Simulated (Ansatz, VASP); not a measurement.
# Two plane-wave programs on Zn

File INCAR:

```
SYSTEM = Zn
  PREC = Accurate
  ENCUT = 520
  EDIFF = 1E-6
  ISMEAR = 0
  SIGMA = 0.1
  LREAL = .FALSE.
  LASPH = .TRUE.
  NELM = 60
  ALGO = Fast
  ISIF = 2
  LWAVE = .FALSE.
  LCHARG = .FALSE.
  GGA = PE
  NBANDS = 12
```

File KPOINTS:

```
regular mesh
0
G
  9 9 9
  0 0 0
```

The input POSCAR:

```
Zn
1.0
    1.6268413145      0.9392572709      1.9728403227
   -1.6268413145      0.9392572709      1.9728403227
    0.0000000000     -1.8785145417      1.9728403227
Zn
1
Direct
    0.0000000000      0.0000000000      0.0000000000
```

Input for Ansatz:

```yaml
crystal:
  lattice:
    - [1.6268413145, 0.9392572709, 1.9728403227]
    - [-1.6268413145, 0.9392572709, 1.9728403227]
    - [0.0, -1.8785145417, 1.9728403227]
  atoms:
    - { symbol: Zn, position: [0.0, 0.0, 0.0] }
basis:
  ecutwfc: 420
kpoints:
  mp_grid: { grid: [9, 9, 9] }
hamiltonian:
  xc: pbe
scf:
  occupations: { method: gaussian, width: 0.1 }
output:
  forces: true
  stress: true
  eigenvalues: true
```

Alike in both runs: task single point; functional PBE; k mesh 9 × 9 × 9; occupations gaussian, width 0.1 eV; no spin polarisation.

|  | VASP | Ansatz |
| --- | --- | --- |
| version | VASP 6.6.1 | Ansatz 0.2.0 |
| potentials or method | VASP PAW PBE potentials, release 64 (Zn), cutoff 520 eV | scalar-relativistic, plane waves, PAW |
| valence electrons in the cell | 12 | 12 |

|  | VASP | Ansatz | Ansatz less VASP |
| --- | --- | --- | --- |
| gap on the k mesh at the Fermi level (eV) | none | none | - |
| pressure (GPa) | -4.5 | -4.5 | -0.08 |
| traceless stress, the component that is largest in VASP (GPa) | 5.89 | 5.83 | -0.062 |

A gap of «none» marks a metal or a gap that the smearing closes.
